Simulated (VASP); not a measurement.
# Si16CO in VASP: single point with PBE

Aim: the single point of Si16CO with PBE.

Everything below comes from runs of VASP 6.6.1. Logs are shortened: lines on timing, memory, paths and dates and some standing lists are left out, and cuts for length are marked.

**1. The cell of the first run**

The cell holds a slab with vacuum, 18 atoms: a = 7.735 Å, b = 7.735 Å, c = 22.112 Å, α = 90.00°, β = 90.00°, γ = 90.00°.

**2. Single point, PBE**

The input, INCAR:

```
SYSTEM = Si16CO
  PREC = Accurate
  ENCUT = 520
  EDIFF = 1E-6
  ISMEAR = 0
  SIGMA = 0.05
  LREAL = Auto
  LASPH = .True.
  NELM = 80
  ALGO = Normal
  ISIF = 2
  LWAVE = .False.
  LCHARG = .False.
  LDIPOL = .True.
  IDIPOL = 3
  DIPOL = 0.5 0.5 0.283
  GGA = PE
  NBANDS = 52
```

The input, KPOINTS:

```
regular mesh
0
Gamma
  4 4 1
  0 0 0
```

The input, POSCAR:

```
Si16CO
1.0
    7.7354121591      0.0000000000      0.0000000000
    0.0000000000      7.7354121591      0.0000000000
    0.0000000000      0.0000000000     22.1119221361
Si C O
16 1 1
Direct
    0.0000000000      0.2500000000      0.1808978874
    0.0000000000      0.7500000000      0.1808978874
    0.5000000000      0.2500000000      0.1808978874
    0.5000000000      0.7500000000      0.1808978874
    0.0000000000      0.0000000000      0.2427396662
    0.0000000000      0.5000000000      0.2427396662
    0.5000000000      0.0000000000      0.2427396662
    0.5000000000      0.5000000000      0.2427396662
    0.2500000000      0.0000000000      0.3062012287
    0.2500000000      0.5000000000      0.3062012287
    0.7500000000      0.0000000000      0.3062012287
    0.7500000000      0.5000000000      0.3062012287
    0.2500000000      0.2500000000      0.3668573942
    0.2500000000      0.7500000000      0.3668573942
    0.7500000000      0.2500000000      0.3668573942
    0.7500000000      0.7500000000      0.3668573942
    0.5000000000      0.7500000000      0.3257031248
    0.5000000000      0.7500000000      0.3781635122
```

Potentials or basis: VASP PAW PBE potentials, release 64 (Si, C, O).

Run with:

```console
$ cat potpaw_PBE.64/Si/POTCAR potpaw_PBE.64/C/POTCAR potpaw_PBE.64/O/POTCAR > POTCAR
$ mpirun -np 1 vasp_std > vasp.out
```

OUTCAR:

```text
SYSTEM = Si16CO
   PREC = Accurate
   ENCUT = 520
   EDIFF = 1E-6
   ISMEAR = 0
   LREAL = Auto
   LASPH = .True.
   NELM = 80
   ISIF = 2
   GGA = PE

 ion  position               nearest neighbor table
   1  0.000  0.250  0.181-   5 2.37   6 2.37
   2  0.000  0.750  0.181-   5 2.37   6 2.37
   3  0.500  0.250  0.181-   7 2.37   8 2.37
   4  0.500  0.750  0.181-   7 2.37   8 2.37
   5  0.000  0.000  0.243-   1 2.37   2 2.37   9 2.39  11 2.39
   6  0.000  0.500  0.243-   1 2.37   2 2.37  10 2.39  12 2.39
   7  0.500  0.000  0.243-   3 2.37   4 2.37   9 2.39  11 2.39
   8  0.500  0.500  0.243-   3 2.37   4 2.37  10 2.39  12 2.39
   9  0.250  0.000  0.306-  13 2.35  14 2.35   5 2.39   7 2.39
  10  0.250  0.500  0.306-  13 2.35  14 2.35   6 2.39   8 2.39
  11  0.750  0.000  0.306-  15 2.35  16 2.35   5 2.39   7 2.39
  12  0.750  0.500  0.306-  15 2.35  16 2.35   6 2.39   8 2.39
  13  0.250  0.250  0.367-   9 2.35  10 2.35
  14  0.250  0.750  0.367-  18 1.95  17 2.14   9 2.35  10 2.35
  15  0.750  0.250  0.367-  11 2.35  12 2.35
  16  0.750  0.750  0.367-  18 1.95  17 2.14  11 2.35  12 2.35
  17  0.500  0.750  0.326-  18 1.16  16 2.14  14 2.14
  18  0.500  0.750  0.378-  17 1.16  16 1.95  14 1.95

  LATTYP: Found a simple tetragonal cell.
 ALAT       =     7.7354121591
 C/A-ratio  =     2.8585318638

  Lattice vectors:

 A1 = (   7.7354121591,   0.0000000000,   0.0000000000)
 A2 = (   0.0000000000,   7.7354121591,   0.0000000000)
 A3 = (   0.0000000000,   0.0000000000,  22.1119221361)

Analysis of symmetry for initial positions (statically):
=====================================================================
 Subroutine PRICEL returns:
 Original cell was already a primitive cell.

 Routine SETGRP: Setting up the symmetry group for a
 simple tetragonal supercell.

 Subroutine GETGRP returns: Found  4 space group operations
 (whereof  2 operations were pure point group operations)
 out of a pool of 16 trial point group operations.

The static configuration has the point symmetry C_1h.
 The point group associated with its full space group is C_2v.

Analysis of symmetry for dynamics (positions and initial velocities):
=====================================================================
 Subroutine PRICEL returns:
 Original cell was already a primitive cell.

 Routine SETGRP: Setting up the symmetry group for a
 simple tetragonal supercell.

 Subroutine GETGRP returns: Found  4 space group operations
 (whereof  2 operations were pure point group operations)
 out of a pool of 16 trial point group operations.

The dynamic configuration has the point symmetry C_1h.
 The point group associated with its full space group is C_2v.

 Subroutine INISYM returns: Found  4 space group operations
 (whereof  2 operations are pure point group operations),
 and found     1 'primitive' translations

----------------------------------------------------------------------------------------

                                     Primitive cell

  volume of cell :    1323.1023

  direct lattice vectors                    reciprocal lattice vectors
     7.735412159  0.000000000  0.000000000     0.129275594  0.000000000  0.000000000
     0.000000000  7.735412159  0.000000000     0.000000000  0.129275594  0.000000000
     0.000000000  0.000000000 22.111922136     0.000000000  0.000000000  0.045224472

  length of vectors
     7.735412159  7.735412159 22.111922136     0.129275594  0.129275594  0.045224472

  position of ions in fractional coordinates (direct lattice)
     0.000000000  0.250000000  0.180897887
     0.000000000  0.750000000  0.180897887
     0.500000000  0.250000000  0.180897887
     0.500000000  0.750000000  0.180897887
     0.000000000  0.000000000  0.242739666
     0.000000000  0.500000000  0.242739666
[... 10 lines left out ...]
     0.500000000  0.750000000  0.325703125
     0.500000000  0.750000000  0.378163512

  ion indices of the primitive-cell ions
   primitive index   ion index
                 1           1
                 2           2
                 3           3
                 4           4
                 5           5
                 6           6
[... 10 lines left out ...]
                17          17
                18          18

----------------------------------------------------------------------------------------

 KPOINTS: regular mesh

Automatic generation of k-mesh.
 Grid dimensions read from file:
 generate k-points for:    4    4    1

 Generating k-lattice:

  Cartesian coordinates                     Fractional coordinates (reciprocal lattice)
     0.032318898  0.000000000  0.000000000     0.250000000  0.000000000  0.000000000
     0.000000000  0.032318898  0.000000000     0.000000000  0.250000000  0.000000000
     0.000000000  0.000000000  0.045224472     0.000000000  0.000000000  1.000000000

  Length of vectors
     0.032318898  0.032318898  0.045224472

  Shift w.r.t. Gamma in fractional coordinates (k-lattice)
     0.000000000  0.000000000  0.000000000

 Subroutine IBZKPT returns following result:
 ===========================================

 Found      9 irreducible k-points:

 Following reciprocal coordinates:
            Coordinates               Weight
  0.000000  0.000000  0.000000      1.000000
  0.250000  0.000000  0.000000      2.000000
  0.000000  0.250000  0.000000      2.000000
  0.500000  0.000000  0.000000      1.000000
  0.000000  0.500000  0.000000      1.000000
  0.250000  0.250000  0.000000      4.000000
  0.500000  0.250000  0.000000      2.000000
 -0.250000  0.500000  0.000000      2.000000
  0.500000  0.500000  0.000000      1.000000
   k-points           NKPTS =      9   k-points in BZ     NKDIM =      9   number of bands    NBANDS=     52
   number of dos      NEDOS =    301   number of ions     NIONS =     18
   total plane-waves  NPLWV = 604800
   dimension x,y,z NGX =    60 NGY =   60 NGZ =  168
   dimension x,y,z NGXF=   120 NGYF=  120 NGZF=  336
   ions per type =              16   1   1
   NGX,Y,Z   is equivalent  to a cutoff of  12.89, 12.89, 12.63 a.u.
   NGXF,Y,Z  is equivalent  to a cutoff of  25.79, 25.79, 25.26 a.u.
 SYSTEM =  Si16CO
   PREC   = accura    normal or accurate (medium, high low for compatibility)
   ISTART =      0    job   : 0-new  1-cont  2-samecut
   ICHARG =      2    charge: 1-file 2-atom 10-const
   ISPIN  =      1    spin polarized calculation?
   LNONCOLLINEAR =      F non collinear calculations
   LSORBIT =      F    spin-orbit coupling
   LASPH  =      T    aspherical Exc in radial PAW
   ENCUT  =  520.0 eV  38.22 Ry    6.18 a.u.  14.38 14.38 41.11*2*pi/ulx,y,z
   NELM   =     80;   NELMIN=  2; NELMDL= -5     # of ELM steps
   EDIFF  = 0.1E-05   stopping-criterion for ELM
   LREAL  =      T    real-space projection
   EDIFFG = 0.1E-04   stopping-criterion for IOM
   NSW    =      0    number of steps for IOM
   IBRION =     -1    ionic relax: 0-MD 1-quasi-New 2-CG
   NFREE  =      0    steps in history (QN), initial steepest desc. (CG)
   ISIF   =      2    stress and relaxation
   ISYM   =      2    0-nonsym 1-usesym 2-fastsym
   POTIM  = 0.5000    time-step for ionic-motion
   TEBEG  =    0.0;   TEEND  =   0.0 temperature during run
   PSTRESS=    0.0 pullay stress
   NELECT =      74.0000    total number of electrons
   NUPDOWN=      -1.0000    fix difference up-down
   EMIN   =  10.00;   EMAX   =-10.00  energy-range for DOS
   EFERMI =   0.00;   METHOD = LEGACY
   ISMEAR =     0;   SIGMA  =   0.05  broadening in eV -4-tet -1-fermi 0-gaus
   EFERMI_NEDOS =   21; number of points for ismear=-14 and -15
   IALGO  =     38    algorithm
   IMIX   =      4    mixing-type and parameters
     AMIX     =   0.40;   BMIX     =  1.00
     AMIX_MAG =   1.60;   BMIX_MAG =  1.00
  volume/ion in A,a.u.               =      73.51       496.04
  Fermi-wavevector in a.u.,A,eV,Ry     =   0.626067  1.183095  5.332941  0.391960
  Thomas-Fermi vector in A             =   1.687191
   LORBIT       =      0    0 simple, 1 ext, 2 COOP (PROOUT), +10 PAW based schemes
   GGA     = PE    functional components
   LHFCALC =     F    Hartree Fock is set to
   AEXX    =    0.0000 exact exchange contribution
   IVDW    =     0    specifies the selected vdW correction
   LEPSILON=     F    determine dielectric tensor
   LRPA    =     F    only Hartree local field effects (RPA)
 non-spin polarized calculation
 Gauss-broadening in eV      SIGMA  =   0.05
  energy-cutoff  :      520.00
  volume of cell :     1323.10
 maximum number of plane-waves:     35688
 NGX is ok and might be reduce to    60
   NGX = 29   NGY = 29   NGZ = 83

 dipolmoment           0.000000      0.000000      0.059776 electrons x Angstroem

 number of electron      73.9999998 magnetization

 dipolmoment           0.000000      0.000000     -0.147964 electrons x Angstroem

 Free energy of the ion-electron system (eV)
  ---------------------------------------------------
  ext. energy  EPLUGINS =         0.00000000
  ---------------------------------------------------
  free energy    TOTEN  =       -85.03316190 eV

  energy without entropy =      -85.01389706  energy(sigma->0) =      -85.02352948

 E-fermi :  -2.3602     XC(G=0):  -3.2497

 val. band max:       -2.3635341796   @ k =   0.2500   0.0000   0.0000
 cond. band min:      -2.3582521451   @ k =   0.0000   0.5000   0.0000
 fundamental gap:      0.0052820345
 Fermi energy:        -2.3602208417

 k-point     1 :       0.0000    0.0000    0.0000
  band No.  band energies     occupation
      1     -28.8856      2.00000
      2     -14.6839      2.00000
      3     -13.9485      2.00000
      4     -13.0805      2.00000
      5     -12.3399      2.00000
      6     -11.5480      2.00000
[... 41 lines left out ...]
     48       0.1329      0.00000
     49       0.2879      0.00000

 k-point     2 :       0.2500    0.0000    0.0000
  band No.  band energies     occupation
      1     -28.8856      2.00000
      2     -14.7040      2.00000
      3     -13.9161      2.00000
      4     -12.9774      2.00000
      5     -12.2602      2.00000
      6     -12.0337      2.00000
[... 41 lines left out ...]
     48       0.1470      0.00000
     49       0.2795      0.00000

 k-point     3 :       0.0000    0.2500    0.0000
  band No.  band energies     occupation
      1     -28.8856      2.00000
      2     -14.6794      2.00000
      3     -13.9148      2.00000
      4     -13.0316      2.00000
      5     -12.5105      2.00000
      6     -11.4456      2.00000
[... 41 lines left out ...]
     48       0.5847      0.00000
     49       0.6461      0.00000

 k-point     4 :       0.5000    0.0000    0.0000
  band No.  band energies     occupation
      1     -28.8856      2.00000
      2     -14.7227      2.00000
      3     -13.8863      2.00000
      4     -12.7551      2.00000
      5     -12.4592      2.00000
      6     -12.1529      2.00000
[... 197 lines left out ...]
     48       0.8591      0.00000
     49       0.8751      0.00000

 k-point     8 :      -0.2500    0.5000    0.0000
  band No.  band energies     occupation
      1     -28.8855      2.00000
      2     -14.6918      2.00000
      3     -13.8614      2.00000
      4     -12.8002      2.00000
      5     -12.6372      2.00000
      6     -11.8156      2.00000
[... 41 lines left out ...]
     48       1.0302      0.00000
     49       1.2050      0.00000

 k-point     9 :       0.5000    0.5000    0.0000
  band No.  band energies     occupation
      1     -28.8856      2.00000
      2     -14.7080      2.00000
      3     -13.8456      2.00000
      4     -12.5995      2.00000
      5     -12.4390      2.00000
      6     -12.1994      2.00000
[... 41 lines left out ...]
     48       1.4901      0.00000
     49       1.5365      0.00000
 [bands above 49 left out]

------------------------ aborting loop because EDIFF is reached ----------------------------------------

 vacuum level on the upper side and lower side of the slab       (xc-potential included)        -0.306         0.140

  FORCE on cell =-STRESS in cart. coord.  units (eV):
  Direction    XX          YY          ZZ          XY          YZ          ZX
  --------------------------------------------------------------------------------------
  -------------------------------------------------------------------------------------
  Total       -1.2563862     -2.4985275     13.5789441      0.0000000      0.0000000      0.0000000
  in kB       -1.5213891     -3.0255289     16.4430800      0.0000000      0.0000000      0.0000000
  external PRESSURE =       3.9653873 kB  Pullay stress =       0.0000000 kB

 VOLUME and BASIS-vectors are now :
 -----------------------------------------------------------------------------
  energy-cutoff  :      520.00
  volume of cell :     1323.10
      direct lattice vectors                 reciprocal lattice vectors
     7.735412159  0.000000000  0.000000000     0.129275594  0.000000000  0.000000000
     0.000000000  7.735412159  0.000000000     0.000000000  0.129275594  0.000000000
     0.000000000  0.000000000 22.111922136     0.000000000  0.000000000  0.045224472

 POSITION                                       TOTAL-FORCE (eV/Angst)
 -----------------------------------------------------------------------------------
      0.00000      1.93385      4.00000         0.000000      0.000000      0.018566
      0.00000      5.80156      4.00000         0.000000      0.000000      0.229915
      3.86771      1.93385      4.00000         0.000000      0.000000      0.006696
      3.86771      5.80156      4.00000         0.000000      0.000000      0.210605
      0.00000      0.00000      5.36744         0.000000      0.072102     -0.121544
      0.00000      3.86771      5.36744         0.000000     -0.072102     -0.121544
[... 10 lines left out ...]
      3.86771      5.80156      7.20192         0.000000      0.000000     -9.896214
      3.86771      5.80156      8.36192         0.000000      0.000000     10.955290
 -----------------------------------------------------------------------------------
    total drift:                               -0.000000      0.000000      0.021544

  FREE ENERGIE OF THE ION-ELECTRON SYSTEM (eV)
  ---------------------------------------------------
  free  energy   TOTEN  =       -85.0331618975 eV

  energy  without entropy=      -85.0138970550  energy(sigma->0) =      -85.02352948

 vacuum level on the upper side and lower side of the slab         2.472         2.927
```

It took 16 min on 1 thread of AMD EPYC 9R45 (Zen 5), shared host; peak memory 1.3 GiB.

What came out:

```yaml
Free_energy: -85.0332 eV
Largest_force: 10.955 eV/Å
Band_gap_on_the_k_mesh: zero (band 37 reaches -2.36 eV, above the bottom of band 38 at -2.38 eV)
```

Forces in eV/Å, atoms in the order of the input:
```
Si   0.000  0.000  0.019
Si   0.000  0.000  0.230
Si   0.000  0.000  0.007
Si   0.000  0.000  0.211
Si   0.000  0.072 -0.122
Si   0.000 -0.072 -0.122
Si   0.000  0.123 -0.264
Si   0.000 -0.123 -0.264
Si  -0.213  0.523 -0.333
Si  -0.213 -0.523 -0.333
Si   0.213  0.523 -0.333
Si   0.213 -0.523 -0.333
Si   0.026  0.000  0.174
Si  -1.500  0.000  0.114
Si  -0.026  0.000  0.174
Si   1.500  0.000  0.114
C    0.000  0.000 -9.896
O    0.000  0.000 10.955
```
